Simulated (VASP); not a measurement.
Wanted: the native input for a VASP 6.6.1 run.

* Task: single point
* Functional: PBE
* Potentials or basis: VASP PAW PBE potentials, release 64 (Be, Te)
* Cutoff: 520 eV
* k mesh: 2 × 3 × 3
* Occupations: gaussian, width 0.2 eV
* Spin: no spin polarisation
* Dipole correction: no
* Further INCAR settings: ALGO = Normal; EDIFF = 1e-07; NBANDS = 43

The structure of Be3Te4 lies in POSCAR:

```
Be3Te4
1.0
    6.5350810454      0.0000000000      0.0000000000
    0.0000000000      7.4812094522      0.0000000000
    0.0000000000      0.0000000000      6.8899808454
Be Te
6 8
Direct
    0.5000000000      0.8428755435      0.0163891723
    0.2513866318      0.3510124637      0.0101434553
    0.7486133682      0.3510124637      0.0101434553
    0.0000000000      0.1571244565      0.5163891723
    0.2486133682      0.6489875363      0.5101434553
    0.7513866318      0.6489875363      0.5101434553
    0.5000000000      0.1393128278      0.8605440505
    0.7442724088      0.3537869556      0.3645645977
    0.2557275912      0.3537869556      0.3645645977
    0.0000000000      0.8606871722      0.3605440505
    0.2442724088      0.6462130444      0.8645645977
    0.7557275912      0.6462130444      0.8645645977
    0.0000000000      0.1406731912      0.8686506712
    0.5000000000      0.8593268088      0.3686506712
```

This cell differs from its parent crystal: atoms taken out.

These files were run (other wordings do the same):

INCAR

```
SYSTEM = Be3Te4
PREC     = Accurate       ! precision mode
ENCUT    = 520            ! plane-wave cutoff, eV
EDIFF    = 1E-7           ! SCF threshold, eV
ISMEAR   = 0              ! smearing method
SIGMA    = 0.2            ! smearing width, eV
LREAL    = .FALSE.        ! projectors in reciprocal space
LASPH    = .TRUE.         ! aspherical terms in the spheres
NELM     = 80             ! most SCF steps
ALGO     = Normal         ! electronic algorithm
ISIF     = 2              ! what is computed and relaxed
LWAVE    = .FALSE.        ! write WAVECAR
LCHARG   = .FALSE.        ! write CHGCAR
GGA      = PE             ! functional
NBANDS   = 43             ! bands
```

KPOINTS

```
regular mesh
0
G
  2 3 3
  0 0 0
```

Potentials or basis: VASP PAW PBE potentials, release 64 (Be, Te).

Run with:

```bash
$ cat potpaw_PBE.64/Be/POTCAR potpaw_PBE.64/Te/POTCAR > POTCAR
$ mpirun -np 1 vasp_std > vasp.out
```

It gave:

| Item | Value |
| --- | --- |
| Pressure | 0.2 GPa |
| Largest force | 0.029 eV/Å |
| Band gap on the k mesh | zero (bands 30 and 31 overlap by 2.72 eV) |

Caveat: the k points lie up to 0.48 Å⁻¹ apart, too coarse for converged energies and pressures of a metal; the cell differs from its parent crystal (atoms taken out); spin-orbit coupling is left out, which moves the levels of the heavy elements.

Wall time 4.9 min on 1 thread of Intel Xeon 8259CL, on a shared host, peak memory 0.43 GiB.
